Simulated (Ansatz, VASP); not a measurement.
Te2Mo2Pt in VASP and in Ansatz

INCAR

```
SYSTEM = Te2Mo2Pt
ALGO = Normal
EDIFF = 1E-7
ENCUT = 520
GGA = PE
ISIF = 2
ISMEAR = 0
ISPIN = 2
LASPH = .TRUE.
LCHARG = .FALSE.
LMAXMIX = 4
LORBIT = 11
LREAL = .FALSE.
LWAVE = .FALSE.
MAGMOM = 0 0 1 1 0
NBANDS = 37
NELM = 150
PREC = Accurate
SIGMA = 0.1
```

The input KPOINTS:

```
k-points
0
G
  6 6 2
  0 0 0
```

POSCAR

```
Te2Mo2Pt
1.0
    4.4624597753      0.0000000000      0.0000000000
   -2.2312298876      3.8646035287      0.0000000000
    0.0000000000      0.0000000000      7.7255591303
Te Mo Pt
2 2 1
Direct
    0.3333333333      0.6666666667      0.7352191864
    0.6666666667      0.3333333333      0.2647808136
    0.3333333333      0.6666666667      0.0851055543
    0.6666666667      0.3333333333      0.9148944457
    0.0000000000      0.0000000000      0.0000000000
```

Input for Ansatz:

```yaml
crystal:
  lattice:
    - [4.4624597753, 0.0, 0.0]
    - [-2.2312298876, 3.8646035287, 0.0]
    - [0.0, 0.0, 7.7255591303]
  atoms:
    - { symbol: Te, position: [0.3333333333, 0.6666666667, 0.7352191864] }
    - { symbol: Te, position: [0.6666666667, 0.3333333333, 0.2647808136] }
    - { symbol: Mo, position: [0.3333333333, 0.6666666667, 0.0851055543], spin: 1.0 }
    - { symbol: Mo, position: [0.6666666667, 0.3333333333, 0.9148944457], spin: 1.0 }
    - { symbol: Pt, position: [0.0, 0.0, 0.0] }
basis:
  ecutwfc: 420
kpoints:
  mp_grid: { grid: [6, 6, 2] }
hamiltonian:
  xc: pbe
scf:
  occupations: { method: gaussian, width: 0.1 }
  lower_state_search: "off"
output:
  forces: true
  stress: true
  eigenvalues: true
  populations: true
magnetization:
  spin_polarized: true
```

Change from the starting cell: species swapped into the TmAl2Ge2 type (P-3m1, No. 164).

Alike in both runs: task single point; functional PBE; k mesh 6 × 6 × 2; occupations gaussian, width 0.1 eV; collinear spin.

|  | VASP | Ansatz |
| --- | --- | --- |
| version | VASP 6.6.1 | Ansatz 0.2.0 |
| potentials or method | VASP PAW PBE potentials, release 64 (Te, Mo_sv, Pt), cutoff 520 eV | scalar-relativistic, plane waves, PAW |
| valence electrons in the cell | 50 | 78 |

```tsv
	VASP	Ansatz	Ansatz less VASP
gap on the k mesh at the Fermi level (eV)	none	none	-
pressure (GPa)	0.2	0.1	-0.01
traceless stress, the component that is largest in VASP (GPa)	-0.11	-0.07	+0.045
rms of the force components (eV/Å)	0.025	0.022	-0.0030
net moment per atom (μB)	0.00	0.00	0.000
```

Atom by atom the forces differ by 0.003 eV/Å (rms over components). A gap of «none» marks a metal or a gap that the smearing closes. VASP's potentials hold 50 valence electrons a cell and Ansatz's 78, so a difference there can come from the potentials and not from the codes. Ansatz's warnings: seeded moment not kept.

The k mesh is coarse, so the values compare programs but aren't converged. Neither program's run includes spin-orbit coupling.
